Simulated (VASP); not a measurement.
Here is a VASP 6.6.1 calculation.

POSCAR

```
SiO2
1.0
    5.0605222284      0.0000000000      0.0000000000
   -2.5302611142      4.3825408062      0.0000000000
    0.0000000000      0.0000000000      5.5413533100
Si O
3 6
Direct
    0.5000000000      0.0000000000      0.0000000000
    0.5000000000      0.5000000000      0.6666666667
    0.0000000000      0.5000000000      0.3333333333
    0.2086053700      0.7913946300      0.1666666667
    0.2086053700      0.4172107400      0.5000000000
    0.4172107400      0.2086053700      0.8333333333
    0.7913946300      0.2086053700      0.1666666667
    0.7913946300      0.5827892600      0.5000000000
    0.5827892600      0.7913946300      0.8333333333
```

INCAR.step1

```
ALGO     = Normal         # electronic algorithm
EDIFF    = 1E-5           # SCF threshold, eV
EDIFFG   = -0.005         # ionic threshold
ENCUT    = 660            # plane-wave cutoff, eV
GGA      = PE             # functional
GGA_COMPAT= F            
IBRION   = 2              # ionic algorithm
ISIF     = 3              # what is computed and relaxed
ISMEAR   = -1             # smearing method
LASPH    = T              # aspherical terms in the spheres
LCHARG   = F              # write CHGCAR
LREAL    = F              # projectors in reciprocal space
LWAVE    = T              # write WAVECAR
NELM     = 120            # most SCF steps
NELMIN   = 4            
NSW      = 100            # ionic steps
PREC     = Accurate       # precision mode
SIGMA    = 0.05           # smearing width, eV
```

Contents of INCAR.step2:

```
ALGO     = Normal         # electronic algorithm
EDIFF    = 1E-7           # SCF threshold, eV
EDIFFG   = -0.01          # ionic threshold
ENCUT    = 660            # plane-wave cutoff, eV
GGA_COMPAT= F            
IBRION   = 2              # ionic algorithm
ISIF     = 3              # what is computed and relaxed
ISMEAR   = -1             # smearing method
ISTART   = 1            
IVDW     = 12             # dispersion correction
LASPH    = T              # aspherical terms in the spheres
LCHARG   = F              # write CHGCAR
LMIXTAU  = T            
LREAL    = F              # projectors in reciprocal space
LWAVE    = F              # write WAVECAR
METAGGA  = R2SCAN         # meta-GGA
NELM     = 120            # most SCF steps
NELMIN   = 4            
NSW      = 60             # ionic steps
PREC     = Accurate       # precision mode
SIGMA    = 0.05           # smearing width, eV
VDW_A1   = 0.49484001   
VDW_A2   = 5.73083694   
VDW_S6   = 1.0          
VDW_S8   = 0.78981345
```

KPOINTS

```
k-points
0
Gamma
  6 6 5
```

Potentials or basis: VASP PAW PBE potentials, release 64 (Si, O).

The run is started by

```bash
$ cat potpaw_PBE.64/Si/POTCAR potpaw_PBE.64/O/POTCAR > POTCAR
$ cp INCAR.step1 INCAR
$ mpirun -np 1 vasp_std > vasp.out
$ cp INCAR.step2 INCAR
$ mpirun -np 1 vasp_std > vasp.out
```

(1) Estimate the relaxed cell.

(2) Predict the relaxed volume.

Answers

(1) a = 5.050 Å, b = 5.050 Å, c = 5.532 Å, α = 90.00°, β = 90.00°, γ = 120.00°.

(2) 13.57 Å³/atom.

Caveat: the PAW data sets were made with another functional, which shifts forces and pressure a little.
